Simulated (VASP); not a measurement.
Runs of VASP 6.6.1 on CdSe. The structure is that of space group F-43m (No. 216), or close to it. The cells are those of the table. 

```csv
cell,gap on the mesh (eV),pressure (GPa)
"a = 4.509 Å, angles 60.0°, 2 atoms",0.20,-5.1
"a = 4.399 Å, angles 60.0°, 2 atoms",0.35,-2.8
"a = 4.223 Å, angles 60.0°, 2 atoms",(a),3.7
"a = 4.342 Å, angles 60.0°, 2 atoms",0.42,-1.1
"a = 4.283 Å, angles 60.0°, 2 atoms",(c),1.0
"a = 4.161 Å, angles 60.0°, 2 atoms",0.67,7.0
"a = 4.455 Å, angles 60.0°, 2 atoms",(b),-4.1
```

Alike in all rows: task single point; level PBEsol; potentials or basis VASP PAW PBE potentials, release 64 (Cd, Se); no spin polarisation; k mesh 6 × 6 × 6; cutoff (eV) 520; smearing gaussian 0.01 eV.

Estimate the missing entries.

(a) 0.59; (b) 0.27; (c) 0.50.

Caveats: the PAW data sets were made with another functional, which shifts forces and pressure a little.

A k mesh can miss the band edges, and the runs leave out spin-orbit coupling on Cd, Se.
